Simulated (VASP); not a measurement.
# TaSn (P6_3/mmc) in VASP: single point with PBE

Aim: the single point of TaSn with PBE.

Everything below comes from runs of VASP 6.6.1. Logs are shortened: lines on timing, memory, paths and dates and some standing lists are left out, and cuts for length are marked.

### Step 1. The cell of the first run

Symmetry: P6_3/mmc, No. 194, hexagonal system. The conventional cell has a = 4.211 Å, b = 4.211 Å, c = 5.380 Å, α = 90.00°, β = 90.00°, γ = 120.00°. Within 3.7 Å of Ta (site symmetry -6m2) lie 6 Sn at 2.78 Å and 6 Ta at 3.63 Å. Sn (site symmetry -3m) has 2 Sn at 2.69 Å and 6 Ta at 2.78 Å within 3.5 Å.

### Step 2. Single point, PBE

INCAR reads:

```
SYSTEM = TaSn
PREC = Accurate
ENCUT = 520
EDIFF = 1E-6
ISMEAR = 0
SIGMA = 0.1
LREAL = .FALSE.
LASPH = .TRUE.
NELM = 60
ALGO = Normal
ISIF = 2
LWAVE = .FALSE.
LCHARG = .TRUE.
GGA = PE
LELF = .TRUE.
LVHAR = .TRUE.
NBANDS = 33
```

KPOINTS reads:

```
Automatic mesh
0
G
  6 6 4
  0 0 0
```

POSCAR reads:

```
TaSn
1.0
    4.2107530800      0.0000000000      0.0000000000
   -2.1053765400      3.6466191400      0.0000000000
    0.0000000000      0.0000000000      5.3800835500
Ta Sn
2 2
Direct
    0.3333333300      0.6666666700      0.2500000000
    0.6666666700      0.3333333300      0.7500000000
    0.0000000000      0.0000000000      0.0000000000
    0.0000000000      0.0000000000      0.5000000000
```

Potentials or basis: VASP PAW PBE potentials, release 64 (Ta_pv, Sn_d).

Command:

```
$ cat potpaw_PBE.64/Ta_pv/POTCAR potpaw_PBE.64/Sn_d/POTCAR > POTCAR
$ mpirun -np 1 vasp_std > vasp.out
```

OUTCAR:

```text
SYSTEM = TaSn
   PREC = Accurate
   ENCUT = 520
   EDIFF = 1E-6
   ISMEAR = 0
   LREAL = .FALSE.
   LASPH = .TRUE.
   NELM = 60
   ISIF = 2
   GGA = PE

 ion  position               nearest neighbor table
   1  0.333  0.667  0.250-   3 2.78   4 2.78   3 2.78   4 2.78   3 2.78   4 2.78
   2  0.667  0.333  0.750-   3 2.78   4 2.78   3 2.78   4 2.78   3 2.78   4 2.78
   3  0.000  0.000  0.000-   4 2.69   4 2.69   1 2.78   2 2.78   2 2.78   1 2.78   2 2.78   1 2.78

   4  0.000  0.000  0.500-   3 2.69   3 2.69   1 2.78   2 2.78   2 2.78   1 2.78   2 2.78   1 2.78

  LATTYP: Found a hexagonal cell.
 ALAT       =     4.2107530800
 C/A-ratio  =     1.2777010306

  Lattice vectors:

 A1 = (   4.2107530800,   0.0000000000,   0.0000000000)
 A2 = (  -2.1053765400,   3.6466191400,   0.0000000000)
 A3 = (   0.0000000000,   0.0000000000,   5.3800835500)

Analysis of symmetry for initial positions (statically):
=====================================================================
 Subroutine PRICEL returns:
 Original cell was already a primitive cell.

 Routine SETGRP: Setting up the symmetry group for a
 hexagonal supercell.

 Subroutine GETGRP returns: Found 24 space group operations
 (whereof 12 operations were pure point group operations)
 out of a pool of 24 trial point group operations.

The static configuration has the point symmetry D_3d.
 The point group associated with its full space group is D_6h.

Analysis of symmetry for dynamics (positions and initial velocities):
=====================================================================
 Subroutine PRICEL returns:
 Original cell was already a primitive cell.

 Routine SETGRP: Setting up the symmetry group for a
 hexagonal supercell.

 Subroutine GETGRP returns: Found 24 space group operations
 (whereof 12 operations were pure point group operations)
 out of a pool of 24 trial point group operations.

The dynamic configuration has the point symmetry D_3d.
 The point group associated with its full space group is D_6h.

 Subroutine INISYM returns: Found 24 space group operations
 (whereof 12 operations are pure point group operations),
 and found     1 'primitive' translations

----------------------------------------------------------------------------------------

                                     Primitive cell

  volume of cell :      82.6113

[... 87 lines left out ...]
   NELM   =     60;   NELMIN=  2; NELMDL= -5     # of ELM steps
   EDIFF  = 0.1E-05   stopping-criterion for ELM
   LREAL  =      F    real-space projection
   EDIFFG = 0.1E-04   stopping-criterion for IOM
   NSW    =      0    number of steps for IOM
   IBRION =     -1    ionic relax: 0-MD 1-quasi-New 2-CG
   NFREE  =      0    steps in history (QN), initial steepest desc. (CG)
   ISIF   =      2    stress and relaxation
   ISYM   =      2    0-nonsym 1-usesym 2-fastsym
   POTIM  = 0.5000    time-step for ionic-motion
   TEBEG  =    0.0;   TEEND  =   0.0 temperature during run
   PSTRESS=    0.0 pullay stress
   NELECT =      50.0000    total number of electrons
   NUPDOWN=      -1.0000    fix difference up-down
   EMIN   =  10.00;   EMAX   =-10.00  energy-range for DOS
   EFERMI =   0.00;   METHOD = LEGACY
   ISMEAR =     0;   SIGMA  =   0.10  broadening in eV -4-tet -1-fermi 0-gaus
   EFERMI_NEDOS =   21; number of points for ismear=-14 and -15
   IALGO  =     38    algorithm
   IMIX   =      4    mixing-type and parameters
     AMIX     =   0.40;   BMIX     =  1.00
     AMIX_MAG =   1.60;   BMIX_MAG =  1.00
  volume/ion in A,a.u.               =      20.65       139.37
  Fermi-wavevector in a.u.,A,eV,Ry     =   1.384794  2.616881 26.091263  1.917654
  Thomas-Fermi vector in A             =   2.509265
   LORBIT       =      0    0 simple, 1 ext, 2 COOP (PROOUT), +10 PAW based schemes
   GGA     = PE    functional components
   LHFCALC =     F    Hartree Fock is set to
   AEXX    =    0.0000 exact exchange contribution
   IVDW    =     0    specifies the selected vdW correction
   LEPSILON=     F    determine dielectric tensor
   LRPA    =     F    only Hartree local field effects (RPA)
 non-spin polarized calculation
 Gauss-broadening in eV      SIGMA  =   0.10
  energy-cutoff  :      520.00
  volume of cell :       82.61
 maximum number of plane-waves:      2244
 NGX is ok and might be reduce to    32
   NGX = 15   NGY = 15   NGZ = 21

 number of electron      50.0000025 magnetization

 Free energy of the ion-electron system (eV)
  ---------------------------------------------------
  ext. energy  EPLUGINS =         0.00000000
  ---------------------------------------------------
  free energy    TOTEN  =       -27.50602402 eV

  energy without entropy =      -27.47920818  energy(sigma->0) =      -27.49261610

 E-fermi :   8.5416     XC(G=0): -11.6869

 val. band max:        8.5194325900   @ k =   0.3333   0.3333   0.5000
 cond. band min:       8.5668320671   @ k =   0.3333   0.3333   0.5000
 fundamental gap:      0.0473994771
 Fermi energy:         8.5416183501

 k-point     1 :       0.0000    0.0000    0.0000
  band No.  band energies     occupation
      1     -26.5936      2.00000
      2     -26.5785      2.00000
      3     -26.5785      2.00000
      4     -26.5337      2.00000
      5     -26.5337      2.00000
      6     -26.4714      2.00000
[... 745 lines left out ...]
     32      11.1033      0.00000
     33      14.5031      0.00000

------------------------ aborting loop because EDIFF is reached ----------------------------------------

  FORCE on cell =-STRESS in cart. coord.  units (eV):
  Direction    XX          YY          ZZ          XY          YZ          ZX
  --------------------------------------------------------------------------------------
  -------------------------------------------------------------------------------------
  Total        5.2207047      5.2207047     12.0088228      0.0000000      0.0000000      0.0000000
  in kB      101.2512770    101.2512772    232.9012480      0.0000000      0.0000000      0.0000000
  external PRESSURE =     145.1346007 kB  Pullay stress =       0.0000000 kB

 VOLUME and BASIS-vectors are now :
 -----------------------------------------------------------------------------
  energy-cutoff  :      520.00
  volume of cell :       82.61
      direct lattice vectors                 reciprocal lattice vectors
     4.210753080  0.000000000  0.000000000     0.237487210  0.137113304  0.000000000
    -2.105376540  3.646619140  0.000000000     0.000000000  0.274226609  0.000000000
     0.000000000  0.000000000  5.380083550     0.000000000  0.000000000  0.185870719

 POSITION                                       TOTAL-FORCE (eV/Angst)
 -----------------------------------------------------------------------------------
     -0.00000      2.43108      1.34502         0.000000     -0.000000      0.000000
      2.10538      1.21554      4.03506         0.000000      0.000000      0.000000
      0.00000      0.00000      0.00000        -0.000000     -0.000000      0.000000
      0.00000      0.00000      2.69004        -0.000000     -0.000000      0.000000
 -----------------------------------------------------------------------------------
    total drift:                               -0.000004      0.000002     -0.000000

  FREE ENERGIE OF THE ION-ELECTRON SYSTEM (eV)
  ---------------------------------------------------
  free  energy   TOTEN  =       -27.5060240155 eV

  energy  without entropy=      -27.4792081795  energy(sigma->0) =      -27.49261610
```

OSZICAR:

```text
N       E                     dE             d eps       ncg     rms          rms(c)
DAV:   1     0.519682621857E+03    0.51968E+03   -0.25582E+04  1410   0.221E+03
DAV:   2     0.261800600248E+02   -0.49350E+03   -0.48057E+03  1418   0.571E+02
DAV:   3    -0.263154109540E+02   -0.52495E+02   -0.50822E+02  1623   0.165E+02
DAV:   4    -0.288896257579E+02   -0.25742E+01   -0.25156E+01  1665   0.356E+01
DAV:   5    -0.289774642447E+02   -0.87838E-01   -0.87634E-01  1963   0.691E+00    0.167E+01
DAV:   6    -0.276165933983E+02    0.13609E+01   -0.37521E+00  1733   0.914E+00    0.679E+00
DAV:   7    -0.275168527782E+02    0.99741E-01   -0.46032E-01  1816   0.531E+00    0.223E+00
DAV:   8    -0.275065245676E+02    0.10328E-01   -0.30248E-02  1820   0.192E+00    0.274E-01
DAV:   9    -0.275059982359E+02    0.52633E-03   -0.39778E-03  1743   0.709E-01    0.959E-02
DAV:  10    -0.275060387286E+02   -0.40493E-04   -0.34087E-04  1971   0.149E-01    0.306E-02
DAV:  11    -0.275060244253E+02    0.14303E-04   -0.27076E-05  1792   0.567E-02    0.439E-03
DAV:  12    -0.275060240155E+02    0.40977E-06   -0.16160E-06  1173   0.106E-02
   1 F= -.27506024E+02 E0= -.27492616E+02  d E =-.268158E-01
```

Run time: 49 s. Hardware: 1 thread of Intel Xeon Platinum 8375C at 2.90GHz (Ice Lake), shared host; peak memory 0.21 GiB.

What came out:

- Free energy: -27.5060 eV
- Pressure: 14.5 GPa
- Band gap on the k mesh: zero (band 25 reaches 9.26 eV, above the bottom of band 26 at 7.90 eV)

Stress tensor (GPa, compression positive):
```
10.13  0.00  0.00
 0.00 10.13  0.00
 0.00  0.00 23.29
```

Levels at points of the mesh, in eV from the Fermi level:
```csv
k point,band 21,band 22,band 23,band 24,band 25,band 26,band 27,band 28,band 29,band 30
"(0.00, 0.00, 0.00)",-3.70,-0.77,-0.77,-0.69,-0.69,-0.64,-0.64,-0.45,0.95,3.77
"(0.50, 0.00, 0.00)",-3.02,-2.54,-2.47,-2.35,0.06,0.28,0.60,0.86,1.78,2.29
"(0.00, 0.00, 0.50)",-3.01,-3.01,-1.42,-1.42,0.72,0.72,0.72,0.72,3.16,3.16
"(0.50, 0.00, 0.50)",-2.58,-2.58,-1.98,-1.98,0.21,0.21,0.46,0.46,1.16,1.16
```

Caveat: spin-orbit coupling is left out, which moves the levels of the heavy elements.
